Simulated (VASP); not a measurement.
# Al in VASP: density of states with PBE

Aim: the density of states of Al with PBE.

All numbers are computed with VASP 6.6.1; they aren't measurements. Logs are shortened: lines on timing, memory, paths and dates and some standing lists are left out, and cuts for length are marked.

**1. The cell of the first run**

The cell holds a slab with vacuum, 1 atom: a = 2.857 Å, b = 2.857 Å, c = 16.000 Å, α = 90.00°, β = 90.00°, γ = 120.00°.

**2. Density of states, PBE**

POSCAR

```
Al
1.0
    2.8574853682      0.0000000000      0.0000000000
   -1.4287426841      2.4746549198      0.0000000000
    0.0000000000      0.0000000000     16.0000000000
Al
1
Direct
    0.0000000000      0.0000000000      0.5000000000
```

INCAR.step1

```
SYSTEM = Al
PREC = Accurate
ENCUT = 520
EDIFF = 1E-7
ISMEAR = -1
SIGMA = 0.08
LREAL = .False.
LASPH = .True.
NELM = 60
ALGO = Normal
ISIF = 2
LWAVE = .False.
LCHARG = .True.
LDIPOL = .True.
IDIPOL = 3
DIPOL = 0.5 0.5 0.500
GGA = PE
NBANDS = 8
```

KPOINTS.step1

```
Automatic mesh
0
Gamma
  16 16 1
  0 0 0
```

INCAR.step2

```
SYSTEM = Al
PREC = Accurate
ENCUT = 520
EDIFF = 1E-7
ISMEAR = -5
SIGMA = 0.08
LREAL = .False.
LASPH = .True.
NELM = 60
ALGO = Normal
ISIF = 2
LWAVE = .False.
LCHARG = .False.
LDIPOL = .True.
IDIPOL = 3
DIPOL = 0.5 0.5 0.500
GGA = PE
LORBIT = 11
NBANDS = 8
NEDOS = 2001
ICHARG = 11
```

KPOINTS.step2

```
Automatic mesh
0
Gamma
  24 24 1
  0 0 0
```

Potentials or basis: VASP PAW PBE potentials, release 64 (Al).

Command:

```
cat potpaw_PBE.64/Al/POTCAR > POTCAR
cp INCAR.step1 INCAR
cp KPOINTS.step1 KPOINTS
mpirun -np 1 vasp_std > vasp.out
cp INCAR.step2 INCAR
cp KPOINTS.step2 KPOINTS
mpirun -np 1 vasp_std > vasp.out
```

OUTCAR:

```text
SYSTEM = Al
   PREC = Accurate
   ENCUT = 520
   EDIFF = 1E-7
   ISMEAR = -5
   LREAL = .False.
   LASPH = .True.
   NELM = 60
   ISIF = 2
   GGA = PE
   LORBIT = 11
   ICHARG = 11

 ion  position               nearest neighbor table
   1  0.000  0.000  0.500-

  LATTYP: Found a hexagonal cell.
 ALAT       =     2.8574853682
 C/A-ratio  =     5.5993287588

  Lattice vectors:

 A1 = (   2.8574853682,   0.0000000000,   0.0000000000)
 A2 = (  -1.4287426841,   2.4746549198,   0.0000000000)
 A3 = (   0.0000000000,   0.0000000000,  16.0000000000)

Analysis of symmetry for initial positions (statically):
=====================================================================
 Subroutine PRICEL returns:
 Original cell was already a primitive cell.

 Routine SETGRP: Setting up the symmetry group for a
 hexagonal supercell.

 Subroutine GETGRP returns: Found 24 space group operations
 (whereof 24 operations were pure point group operations)
 out of a pool of 24 trial point group operations.

The static configuration has the point symmetry D_6h.

Analysis of symmetry for dynamics (positions and initial velocities):
=====================================================================
 Subroutine PRICEL returns:
 Original cell was already a primitive cell.

 Routine SETGRP: Setting up the symmetry group for a
 hexagonal supercell.

 Subroutine GETGRP returns: Found 24 space group operations
 (whereof 24 operations were pure point group operations)
 out of a pool of 24 trial point group operations.

The dynamic configuration has the point symmetry D_6h.

 Subroutine INISYM returns: Found 24 space group operations
 (whereof 24 operations are pure point group operations),
 and found     1 'primitive' translations

----------------------------------------------------------------------------------------

                                     Primitive cell

  volume of cell :     113.1406

  direct lattice vectors                    reciprocal lattice vectors
     2.857485368  0.000000000  0.000000000     0.349958047  0.202048373  0.000000000
    -1.428742684  2.474654920  0.000000000     0.000000000  0.404096746  0.000000000
     0.000000000  0.000000000 16.000000000     0.000000000  0.000000000  0.062500000

  length of vectors
     2.857485368  2.857485368 16.000000000     0.404096746  0.404096746  0.062500000

  position of ions in fractional coordinates (direct lattice)
     0.000000000  0.000000000  0.500000000

  ion indices of the primitive-cell ions
   primitive index   ion index
                 1           1

----------------------------------------------------------------------------------------

 KPOINTS: Automatic mesh

Automatic generation of k-mesh.
 Grid dimensions read from file:
 generate k-points for:   24   24    1

 Generating k-lattice:

  Cartesian coordinates                     Fractional coordinates (reciprocal lattice)
     0.014581585  0.008418682  0.000000000     0.041666667  0.000000000  0.000000000
     0.000000000  0.016837364  0.000000000     0.000000000  0.041666667  0.000000000
     0.000000000  0.000000000  0.062500000     0.000000000  0.000000000  1.000000000

  Length of vectors
     0.016837364  0.016837364  0.062500000

  Shift w.r.t. Gamma in fractional coordinates (k-lattice)
     0.000000000  0.000000000  0.000000000

 TETIRR: Found    298 inequivalent tetrahedra from     3456

 Subroutine IBZKPT returns following result:
 ===========================================

 Found     61 irreducible k-points:

 Following reciprocal coordinates:
            Coordinates               Weight
  0.000000  0.000000  0.000000      1.000000
  0.041667 -0.000000  0.000000      6.000000
  0.083333  0.000000  0.000000      6.000000
  0.125000  0.000000  0.000000      6.000000
  0.166667  0.000000  0.000000      6.000000
  0.208333  0.000000  0.000000      6.000000
[... 16 lines left out ...]
  0.416667  0.041667  0.000000     12.000000
  0.458333  0.041667  0.000000     12.000000
 [... further k-points ...]
   k-points           NKPTS =     61   k-points in BZ     NKDIM =     61   number of bands    NBANDS=      8
   number of dos      NEDOS =   2001   number of ions     NIONS =      1
   total plane-waves  NPLWV =  69120
   dimension x,y,z NGX =    24 NGY =   24 NGZ =  120
   dimension x,y,z NGXF=    48 NGYF=   48 NGZF=  240
   ions per type =               1
   NGX,Y,Z   is equivalent  to a cutoff of  13.96, 13.96, 12.47 a.u.
   NGXF,Y,Z  is equivalent  to a cutoff of  27.93, 27.93, 24.94 a.u.
 SYSTEM =  Al
   PREC   = accura    normal or accurate (medium, high low for compatibility)
   ISTART =      0    job   : 0-new  1-cont  2-samecut
   ICHARG =     11    charge: 1-file 2-atom 10-const
   ISPIN  =      1    spin polarized calculation?
   LNONCOLLINEAR =      F non collinear calculations
   LSORBIT =      F    spin-orbit coupling
   LASPH  =      T    aspherical Exc in radial PAW
   ENCUT  =  520.0 eV  38.22 Ry    6.18 a.u.   5.31  5.31 29.75*2*pi/ulx,y,z
   NELM   =     60;   NELMIN=  2; NELMDL=  0     # of ELM steps
   EDIFF  = 0.1E-06   stopping-criterion for ELM
   LREAL  =      F    real-space projection
   EDIFFG = 0.1E-05   stopping-criterion for IOM
   NSW    =      0    number of steps for IOM
   IBRION =     -1    ionic relax: 0-MD 1-quasi-New 2-CG
   NFREE  =      0    steps in history (QN), initial steepest desc. (CG)
   ISIF   =      2    stress and relaxation
   ISYM   =      2    0-nonsym 1-usesym 2-fastsym
   POTIM  = 0.5000    time-step for ionic-motion
   TEBEG  =    0.0;   TEEND  =   0.0 temperature during run
   PSTRESS=    0.0 pullay stress
   NELECT =       3.0000    total number of electrons
   NUPDOWN=      -1.0000    fix difference up-down
   EMIN   =  10.00;   EMAX   =-10.00  energy-range for DOS
   EFERMI =   0.00;   METHOD = LEGACY
   ISMEAR =    -5;   SIGMA  =   0.08  broadening in eV -4-tet -1-fermi 0-gaus
   EFERMI_NEDOS =   21; number of points for ismear=-14 and -15
   IALGO  =     38    algorithm
   IMIX   =      4    mixing-type and parameters
     AMIX     =   0.40;   BMIX     =  1.00
     AMIX_MAG =   1.60;   BMIX_MAG =  1.00
  volume/ion in A,a.u.               =     113.14       763.51
  Fermi-wavevector in a.u.,A,eV,Ry     =   0.488175  0.922517  3.242473  0.238315
  Thomas-Fermi vector in A             =   1.489847
   LORBIT       =     11    0 simple, 1 ext, 2 COOP (PROOUT), +10 PAW based schemes
   GGA     = PE    functional components
   LHFCALC =     F    Hartree Fock is set to
   AEXX    =    0.0000 exact exchange contribution
   IVDW    =     0    specifies the selected vdW correction
   LEPSILON=     F    determine dielectric tensor
   LRPA    =     F    only Hartree local field effects (RPA)
 non-spin polarized calculation
 Fermi weights with tetrahedron method with Bloechl corrections
  energy-cutoff  :      520.00
  volume of cell :      113.14
 maximum number of plane-waves:      3069
 NGX is ok and might be reduce to    24

 number of electron       3.0000000 magnetization

 dipolmoment           0.000000      0.000000     -0.000000 electrons x Angstroem

 Free energy of the ion-electron system (eV)
  ---------------------------------------------------
  ext. energy  EPLUGINS =         0.00000000
  ---------------------------------------------------
  free energy    TOTEN  =        -2.95215623 eV

  energy without entropy =       -2.95215623  energy(sigma->0) =       -2.95215623

 E-fermi :  -2.4435     XC(G=0):  -2.6977

 val. band max:       -2.4862663377   @ k =   0.4167  -0.0000   0.0000
 cond. band min:      -2.3698082012   @ k =   0.3750   0.0833   0.0000
 fundamental gap:      0.1164581365
 Fermi energy:        -2.4435378217

 k-point     1 :       0.0000    0.0000    0.0000
  band No.  band energies     occupation
      1     -10.4645      2.00000
      2      -4.0735      2.00000
      3       0.5235      0.00000
      4       1.8219      0.00000
      5       2.1528      0.00000
      6       4.2796      0.00000
      7       4.3037      0.00000
      8       7.9080      0.00000

 k-point     2 :       0.0417   -0.0000    0.0000
  band No.  band energies     occupation
      1     -10.4226      2.00000
      2      -4.0332      2.00000
      3       0.5651      0.00000
      4       1.8642      0.00000
      5       2.1949      0.00000
      6       4.3194      0.00000
      7       4.3457      0.00000
      8       7.9303      0.00000

 k-point     3 :       0.0833    0.0000    0.0000
  band No.  band energies     occupation
      1     -10.2970      2.00000
      2      -3.9126      2.00000
      3       0.6894      0.00000
      4       1.9909      0.00000
      5       2.3210      0.00000
      6       4.4370      0.00000
      7       4.4719      0.00000
      8       7.8960      0.00000

 k-point     4 :       0.1250    0.0000    0.0000
  band No.  band energies     occupation
      1     -10.0880      2.00000
      2      -3.7116      2.00000
      3       0.8956      0.00000
      4       2.2022      0.00000
      5       2.5303      0.00000
      6       4.6232      0.00000
      7       4.6823      0.00000
      8       6.8589      0.00000

 k-point     5 :       0.1667    0.0000    0.0000
  band No.  band energies     occupation
      1      -9.7961      2.00000
      2      -3.4305      2.00000
      3       1.1804      0.00000
      4       2.4979      0.00000
      5       2.8199      0.00000
      6       4.7788      0.00000
      7       4.9765      0.00000
      8       5.5628      0.00000
[... 177 lines left out ...]
 k-point    22 :       0.3750    0.0417    0.0000
  band No.  band energies     occupation
      1      -6.7155      2.00000
      2      -1.9030     -0.05096
      3      -0.4539      0.00000
      4       4.2833      0.00000
      5       4.5107      0.00000
      6       5.4097      0.00000
      7       5.6902      0.00000
      8       6.0778      0.00000

 k-point    23 :       0.4167    0.0417    0.0000
  band No.  band energies     occupation
      1      -5.9132      2.00000
      2      -2.9925      2.05448
      3       0.3014      0.00000
      4       3.4566      0.00000
      5       4.8369      0.00000
      6       5.5616      0.00000
      7       6.5229      0.00000
      8       6.8534      0.00000

 k-point    24 :       0.4583    0.0417    0.0000
  band No.  band energies     occupation
      1      -5.0680      2.00000
      2      -3.9819      2.00000
      3       1.0047      0.00000
      4       2.5995      0.00000
      5       4.9738      0.00000
      6       6.2111      0.00000
      7       7.0676      0.00000
      8       7.4471      0.00000

 [... further k-points ...]

------------------------ aborting loop because EDIFF is reached ----------------------------------------

 vacuum level on the upper side and lower side of the slab       (xc-potential included)        -0.053        -0.053

  FORCE on cell =-STRESS in cart. coord.  units (eV):
  Direction    XX          YY          ZZ          XY          YZ          ZX
  --------------------------------------------------------------------------------------
  -------------------------------------------------------------------------------------
  Total       -1.3893356     -1.3893356      0.0595753      0.0000000      0.0000000     -0.0000000
  in kB      -19.6742915    -19.6742915      0.8436419      0.0000000      0.0000000     -0.0000000
  external PRESSURE =     -12.8349804 kB  Pullay stress =       0.0000000 kB

 VOLUME and BASIS-vectors are now :
 -----------------------------------------------------------------------------
  energy-cutoff  :      520.00
  volume of cell :      113.14
      direct lattice vectors                 reciprocal lattice vectors
     2.857485368  0.000000000  0.000000000     0.349958047  0.202048373  0.000000000
    -1.428742684  2.474654920  0.000000000     0.000000000  0.404096746  0.000000000
     0.000000000  0.000000000 16.000000000     0.000000000  0.000000000  0.062500000

 POSITION                                       TOTAL-FORCE (eV/Angst)
 -----------------------------------------------------------------------------------
      0.00000      0.00000      8.00000         0.000000      0.000000      0.000000
 -----------------------------------------------------------------------------------
    total drift:                                0.000000      0.000000     -0.000000

  FREE ENERGIE OF THE ION-ELECTRON SYSTEM (eV)
  ---------------------------------------------------
  free  energy   TOTEN  =        -2.9521562334 eV

  energy  without entropy=       -2.9521562334  energy(sigma->0) =       -2.95215623

 vacuum level on the upper side and lower side of the slab         1.863         1.863

 total charge

# of ion       s       p       d       tot
------------------------------------------
    1        0.473   0.274   0.000   0.747
```

Wall time 53 s (1 thread of Intel Xeon Platinum 8488C (Sapphire Rapids), shared host); peak memory 0.24 GiB.

What came out:

| Quantity | Value |
| --- | --- |
| Valence electrons inside the program's atomic spheres | Al 0.75 |

Caveat: tetrahedron occupations give inexact forces and stress in metals.
